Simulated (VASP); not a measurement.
# SiNi (NiAs type) (P6_3/mmc) in VASP: further runs

Runs on SiNi (NiAs type). Level: PBE. Tasks: single point, relaxation of shape and atoms at fixed volume.

Program: VASP 6.6.1. These are calculated values, not measurements. Logs are shortened: lines on timing, memory, paths and dates and some standing lists are left out, and cuts for length are marked.

### 1 The cell of the first run

Symmetry: P6_3/mmc, No. 194, hexagonal system. The conventional cell has a = 2.972 Å, b = 2.972 Å, c = 4.308 Å, α = 90.00°, β = 90.00°, γ = 120.00°. Ni (site symmetry -3m) has 6 Si at 2.03 Å and 2 Ni at 2.15 Å within 2.7 Å. Within 2.8 Å of Si (site symmetry -6m2) lie 6 Ni at 2.03 Å and 6 Si at 2.75 Å.

### 2 Single point, PBE (8.24 Å³/atom)

The input, INCAR:

```
SYSTEM = SiNi
PREC     = Accurate       ! precision mode
ENCUT    = 690            ! plane-wave cutoff, eV
EDIFF    = 1E-6           ! SCF threshold, eV
ISMEAR   = -1             ! smearing method
SIGMA    = 0.1            ! smearing width, eV
LREAL    = .False.        ! projectors in reciprocal space
LASPH    = .True.         ! aspherical terms in the spheres
NELM     = 120            ! most SCF steps
ALGO     = Normal         ! electronic algorithm
ISIF     = 2              ! what is computed and relaxed
LWAVE    = .False.        ! write WAVECAR
LCHARG   = .False.        ! write CHGCAR
GGA      = PE             ! functional
NBANDS   = 30             ! bands
GGA_COMPAT= .False.
```

The input, KPOINTS:

```
regular mesh
0
Gamma
  11 11 6
  0 0 0
```

The input, POSCAR:

```
SiNi
1.0
    2.9717770294      0.0000000000      0.0000000000
   -1.4858885147      2.5736344018      0.0000000000
    0.0000000000      0.0000000000      4.3075948854
Ni Si
2 2
Direct
    0.0000000000      0.0000000000      0.0000000000
    0.0000000000      0.0000000000      0.5000000000
    0.3333333333      0.6666666667      0.2500000000
    0.6666666667      0.3333333333      0.7500000000
```

Potentials or basis: VASP PAW PBE potentials, release 64 (Ni_sv_GW, Si).

The run is started by

```
> cat potpaw_PBE.64/Ni_sv_GW/POTCAR potpaw_PBE.64/Si/POTCAR > POTCAR
> mpirun -np 1 vasp_std > vasp.out
```

OUTCAR:

```text
SYSTEM = SiNi
   PREC = Accurate
   ENCUT = 690
   EDIFF = 1E-6
   ISMEAR = -1
   LREAL = .False.
   LASPH = .True.
   NELM = 120
   ISIF = 2
   GGA = PE

 ion  position               nearest neighbor table
   1  0.000  0.000  0.000-   3 2.03   4 2.03   3 2.03   4 2.03   4 2.03   3 2.03   2 2.15   2 2.15

   2  0.000  0.000  0.500-   3 2.03   4 2.03   3 2.03   4 2.03   4 2.03   3 2.03   1 2.15   1 2.15

   3  0.333  0.667  0.250-   1 2.03   2 2.03   1 2.03   2 2.03   1 2.03   2 2.03   4 2.75   4 2.75
                             4 2.75   4 2.75   4 2.75   4 2.75
   4  0.667  0.333  0.750-   1 2.03   2 2.03   1 2.03   2 2.03   1 2.03   2 2.03   3 2.75   3 2.75
                             3 2.75   3 2.75   3 2.75   3 2.75

  LATTYP: Found a hexagonal cell.
 ALAT       =     2.9717770294
 C/A-ratio  =     1.4495013733

  Lattice vectors:

 A1 = (   2.9717770294,   0.0000000000,   0.0000000000)
 A2 = (  -1.4858885147,   2.5736344018,   0.0000000000)
 A3 = (   0.0000000000,   0.0000000000,   4.3075948854)

Analysis of symmetry for initial positions (statically):
=====================================================================
 Subroutine PRICEL returns:
 Original cell was already a primitive cell.

 Routine SETGRP: Setting up the symmetry group for a
 hexagonal supercell.

 Subroutine GETGRP returns: Found 24 space group operations
 (whereof 12 operations were pure point group operations)
 out of a pool of 24 trial point group operations.

The static configuration has the point symmetry D_3d.
 The point group associated with its full space group is D_6h.

Analysis of symmetry for dynamics (positions and initial velocities):
=====================================================================
 Subroutine PRICEL returns:
 Original cell was already a primitive cell.

 Routine SETGRP: Setting up the symmetry group for a
 hexagonal supercell.

 Subroutine GETGRP returns: Found 24 space group operations
 (whereof 12 operations were pure point group operations)
 out of a pool of 24 trial point group operations.

The dynamic configuration has the point symmetry D_3d.
 The point group associated with its full space group is D_6h.

 Subroutine INISYM returns: Found 24 space group operations
 (whereof 12 operations are pure point group operations),
 and found     1 'primitive' translations

----------------------------------------------------------------------------------------

[... 95 lines left out ...]
   NELM   =    120;   NELMIN=  2; NELMDL= -5     # of ELM steps
   EDIFF  = 0.1E-05   stopping-criterion for ELM
   LREAL  =      F    real-space projection
   EDIFFG = 0.1E-04   stopping-criterion for IOM
   NSW    =      0    number of steps for IOM
   IBRION =     -1    ionic relax: 0-MD 1-quasi-New 2-CG
   NFREE  =      0    steps in history (QN), initial steepest desc. (CG)
   ISIF   =      2    stress and relaxation
   ISYM   =      2    0-nonsym 1-usesym 2-fastsym
   POTIM  = 0.5000    time-step for ionic-motion
   TEBEG  =    0.0;   TEEND  =   0.0 temperature during run
   PSTRESS=    0.0 pullay stress
   NELECT =      44.0000    total number of electrons
   NUPDOWN=      -1.0000    fix difference up-down
   EMIN   =  10.00;   EMAX   =-10.00  energy-range for DOS
   EFERMI =   0.00;   METHOD = LEGACY
   ISMEAR =    -1;   SIGMA  =   0.10  broadening in eV -4-tet -1-fermi 0-gaus
   EFERMI_NEDOS =   21; number of points for ismear=-14 and -15
   IALGO  =     38    algorithm
   IMIX   =      4    mixing-type and parameters
     AMIX     =   0.40;   BMIX     =  1.00
     AMIX_MAG =   1.60;   BMIX_MAG =  1.00
  volume/ion in A,a.u.               =       8.24        55.58
  Fermi-wavevector in a.u.,A,eV,Ry     =   1.802851  3.406894 44.222614  3.250270
  Thomas-Fermi vector in A             =   2.863082
   LORBIT       =      0    0 simple, 1 ext, 2 COOP (PROOUT), +10 PAW based schemes
   GGA     = PE    functional components
   LHFCALC =     F    Hartree Fock is set to
   AEXX    =    0.0000 exact exchange contribution
   IVDW    =     0    specifies the selected vdW correction
   LEPSILON=     F    determine dielectric tensor
   LRPA    =     F    only Hartree local field effects (RPA)
 non-spin polarized calculation
  energy-cutoff  :      690.00
  volume of cell :       32.95
 maximum number of plane-waves:      1381
 NGX is ok and might be reduce to    28
   NGX = 13   NGY = 13   NGZ = 19

 number of electron      43.9999976 magnetization

 Free energy of the ion-electron system (eV)
  ---------------------------------------------------
  ext. energy  EPLUGINS =         0.00000000
  ---------------------------------------------------
  free energy    TOTEN  =       -17.72382311 eV

  energy without entropy =      -17.68303589  energy(sigma->0) =      -17.70342950

 E-fermi :  15.8635     XC(G=0): -14.5781

 val. band max:       15.8600510033   @ k =   0.2727   0.0909   0.1667
 cond. band min:      15.8646453138   @ k =   0.3636   0.0000   0.1667
 fundamental gap:      0.0045943105
 Fermi energy:        15.8634535224

 k-point     1 :       0.0000    0.0000    0.0000
  band No.  band energies     occupation
      1     -89.5023      2.00000
      2     -89.4271      2.00000
      3     -50.2301      2.00000
      4     -49.9453      2.00000
      5     -49.9453      2.00000
      6     -49.8846      2.00000
[... 781 lines left out ...]
     29      26.4825      0.00000
     30      26.8946      0.00000

 [... further k-points ...]

------------------------ aborting loop because EDIFF is reached ----------------------------------------

  FORCE on cell =-STRESS in cart. coord.  units (eV):
  Direction    XX          YY          ZZ          XY          YZ          ZX
  --------------------------------------------------------------------------------------
  -------------------------------------------------------------------------------------
  Total       40.0704313     40.0704313     40.0502728      0.0000000      0.0000000     -0.0000000
  in kB     1948.6627014   1948.6627013   1947.6823728      0.0000000      0.0000000     -0.0000000
  external PRESSURE =    1948.3359252 kB  Pullay stress =       0.0000000 kB

 VOLUME and BASIS-vectors are now :
 -----------------------------------------------------------------------------
  energy-cutoff  :      690.00
  volume of cell :       32.95
      direct lattice vectors                 reciprocal lattice vectors
     2.971777029  0.000000000  0.000000000     0.336499000  0.194277789  0.000000000
    -1.485888515  2.573634402  0.000000000     0.000000000  0.388555577  0.000000000
     0.000000000  0.000000000  4.307594885     0.000000000  0.000000000  0.232148107

 POSITION                                       TOTAL-FORCE (eV/Angst)
 -----------------------------------------------------------------------------------
      0.00000      0.00000      0.00000        -0.000000     -0.000000     -0.000000
      0.00000      0.00000      2.15380        -0.000000     -0.000000     -0.000000
     -0.00000      1.71576      1.07690         0.000000      0.000000      0.000000
      1.48589      0.85788      3.23070         0.000000      0.000000      0.000000
 -----------------------------------------------------------------------------------
    total drift:                               -0.000000      0.000000     -0.000000

  FREE ENERGIE OF THE ION-ELECTRON SYSTEM (eV)
  ---------------------------------------------------
  free  energy   TOTEN  =       -17.7238231064 eV

  energy  without entropy=      -17.6830358898  energy(sigma->0) =      -17.70342950
```

Wall time 87 s (1 thread of AMD EPYC 9R45 (Zen 5), shared host); peak memory 0.22 GiB.

What came out:

* Free energy: -17.7238 eV
* Pressure: 194.8 GPa
* Band gap on the k mesh: zero (bands 22 and 23 overlap by 7.55 eV)

Stress tensor (GPa, compression positive):
```
194.87   0.00   0.00
  0.00 194.87   0.00
  0.00   0.00 194.77
```

Caveat: the cell stands under pressure. Spin polarisation is off, so any magnetic state and its effect on volume and gap are missing.

### 3 Relaxation of shape and atoms at fixed volume, PBE

This run uses another cell than the first one, of 7.08 Å³/atom.

The input, INCAR:

```
SYSTEM = SiNi
PREC = Accurate ; ENCUT = 690
EDIFF = 1E-7 ; ISMEAR = -1
SIGMA = 0.1 ; LREAL = .False.
LASPH = .True. ; NELM = 120
ALGO = Normal ; ISIF = 4
LWAVE = .False. ; LCHARG = .False.
GGA = PE ; IBRION = 2
NSW = 50 ; EDIFFG = -0.005
GGA_COMPAT = .False. ; NELMIN = 4
```

The input, KPOINTS:

```
Automatic mesh
0
Gamma
  11 11 6
  0 0 0
```

The input, POSCAR:

```
SiNi
1.0
    2.8762929041      0.0000000000      0.0000000000
   -1.4381464521      2.4909427237      0.0000000000
    0.0000000000      0.0000000000      3.9516984020
Ni Si
2 2
Direct
    0.0000000000      0.0000000000      0.0000000000
    0.0000000000      0.0000000000      0.5000000000
    0.3333333333      0.6666666667      0.2500000000
    0.6666666667      0.3333333333      0.7500000000
```

Potentials or basis: VASP PAW PBE potentials, release 64 (Ni_sv_GW, Si).

The run is started by

```
> cat potpaw_PBE.64/Ni_sv_GW/POTCAR potpaw_PBE.64/Si/POTCAR > POTCAR
> mpirun -np 1 vasp_std > vasp.out
```

It took 13 min on 1 thread of Intel Xeon Platinum 8375C at 2.90GHz (Ice Lake), shared host; peak memory 0.24 GiB.

It converged, with:

```
Free energy               : -9.9714 eV
Energy gained by relaxing : 60.2 meV/atom
Ionic steps               : 22
Pressure after relaxing   : 354.5 GPa
Band gap on the k mesh    : zero (bands 22 and 23 overlap by 7.97 eV)
```

The path:
| step | energy change (eV) | largest force (eV/Å) | pressure (GPa) | volume (Å³) |
| --- | --- | --- | --- | --- |
| 1 | 0.0000 | 0.0000 | 365.67 | 28.31 |
| 2 | -0.2237 | 0.0000 | 357.18 | 28.31 |
| 3 | -0.2336 | 0.0000 | 356.10 | 28.31 |
| 4 | -0.2406 | 0.0000 | 354.06 | 28.31 |
| 5 | -0.2410 | 0.0000 | 354.37 | 28.31 |
| 6 | -0.2410 | 0.0000 | 354.59 | 28.31 |
| 7 | -0.2410 | 0.0000 | 354.59 | 28.31 |
| 8 | -0.2410 | 0.0000 | 354.58 | 28.31 |
| 9 | -0.2410 | 0.0000 | 354.60 | 28.31 |
| 10 | -0.2410 | 0.0000 | 354.60 | 28.31 |
| 11 | -0.2410 | 0.0000 | 354.60 | 28.31 |
| 12 | -0.2410 | 0.0000 | 354.59 | 28.31 |
| 13 | -0.2410 | 0.0000 | 354.59 | 28.31 |
| 14 | -0.2410 | 0.0000 | 354.59 | 28.31 |
| 15 | -0.2410 | 0.0000 | 354.60 | 28.31 |
| 16 | -0.2410 | 0.0000 | 354.58 | 28.31 |
| 17 | -0.2410 | 0.0000 | 354.58 | 28.31 |
| 18 | -0.2410 | 0.0000 | 354.52 | 28.31 |
| 19 | -0.2410 | 0.0000 | 354.57 | 28.31 |
| 20 | -0.2410 | 0.0000 | 354.57 | 28.31 |
| 21 | -0.2410 | 0.0000 | 354.57 | 28.31 |
| 22 | -0.2410 | 0.0000 | 354.49 | 28.31 |

Final structure:
```
Ni Si
1.0
     2.74850    0.00000    0.00000
    -1.37425    2.38027    0.00000
     0.00000    0.00000    4.32772
Ni Si
2 2
Direct
  0.00000 0.00000 0.00000
  0.00000 0.00000 0.50000
  0.33333 0.66667 0.25000
  0.66667 0.33333 0.75000
```

Levels at points of the mesh, in eV from the Fermi level:
| k point | band 19 | band 20 | band 21 | band 22 | band 23 | band 24 | band 25 | band 26 |
| --- | --- | --- | --- | --- | --- | --- | --- | --- |
| (0.00, 0.00, 0.00) | -4.10 | -4.10 | -0.64 | 5.17 | 5.17 | 7.81 | 8.55 | 9.02 |
| (0.00, 0.00, 0.50) | -5.84 | -5.84 | 2.20 | 2.20 | 8.66 | 8.66 | 8.66 | 8.66 |

[end of part 1 of 2]

The gap in the log of VASP goes by the Fermi energy; the results here count the filled bands.